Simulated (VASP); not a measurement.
A run of VASP 6.6.1 is set up as follows.

The input POSCAR:

```
SiO2
1.0
    4.9640000000      0.0000000000      0.0000000000
    0.0000000000      4.9640000000      0.0000000000
    0.0000000000      0.0000000000      6.9200000000
Si O
4 8
Direct
    0.3059460568      0.3059460568      0.0000000000
    0.1940539432      0.8059460568      0.2500000000
    0.6940539432      0.6940539432      0.5000000000
    0.8059460568      0.1940539432      0.7500000000
    0.2365625172      0.1180083032      0.1858074220
    0.3819916968      0.7365625172      0.4358074220
    0.7634374828      0.8819916968      0.6858074220
    0.6180083032      0.2634374828      0.9358074220
    0.7365625172      0.3819916968      0.5641925780
    0.8819916968      0.7634374828      0.3141925780
    0.2634374828      0.6180083032      0.0641925780
    0.1180083032      0.2365625172      0.8141925780
```

INCAR.step1

```
PREC = Accurate
ENCUT = 520
ISMEAR = -1
SIGMA = 0.02
LREAL = F
LASPH = T
NELM = 100
NBANDS = 44
GGA = PE
ALGO = Normal
EDIFF = 1E-4
LWAVE = T
LCHARG = F
```

The input INCAR.step2:

```
PREC = Accurate
ENCUT = 520
EDIFF = 1E-8
ISMEAR = -1
SIGMA = 0.02
LREAL = F
LASPH = T
NELM = 100
ALGO = Normal
ISIF = 2
LWAVE = F
LCHARG = F
METAGGA = R2SCAN
LMIXTAU = T
LEFG = T
NBANDS = 44
ISTART = 1
```

KPOINTS

```
Automatic mesh
0
Gamma
  5 5 4
```

Potentials or basis: VASP PAW PBE potentials, release 64 (Si, O).

Run with:

```sh
$ cat potpaw_PBE.64/Si/POTCAR potpaw_PBE.64/O/POTCAR > POTCAR
$ cp INCAR.step1 INCAR
$ mpirun -np 1 vasp_std > vasp.out
$ cp INCAR.step2 INCAR
$ mpirun -np 1 vasp_std > vasp.out
```

Q: Predict the band gap on the k mesh.

A: 6.27 eV.

Q: What does it give for the largest force?

A: 0.296 eV/Å.

Forces in eV/Å, atoms in the order of the input:
```
Si   0.056  0.056  0.000
Si  -0.056  0.056  0.000
Si  -0.056 -0.056  0.000
Si   0.056 -0.056  0.000
O    0.032 -0.162 -0.245
O    0.162  0.032 -0.245
O   -0.032  0.162 -0.245
O   -0.162 -0.032 -0.245
O    0.032  0.162  0.245
O    0.162 -0.032  0.245
O   -0.032 -0.162  0.245
O   -0.162  0.032  0.245
```

Caveat: the cell stands under tension; without QUAD_EFG the Cq values of the log hold for a quadrupole moment of 1 mb, not for the nuclei; the PAW data sets were made with another functional, which shifts forces and pressure a little. A k mesh can miss the band edges.
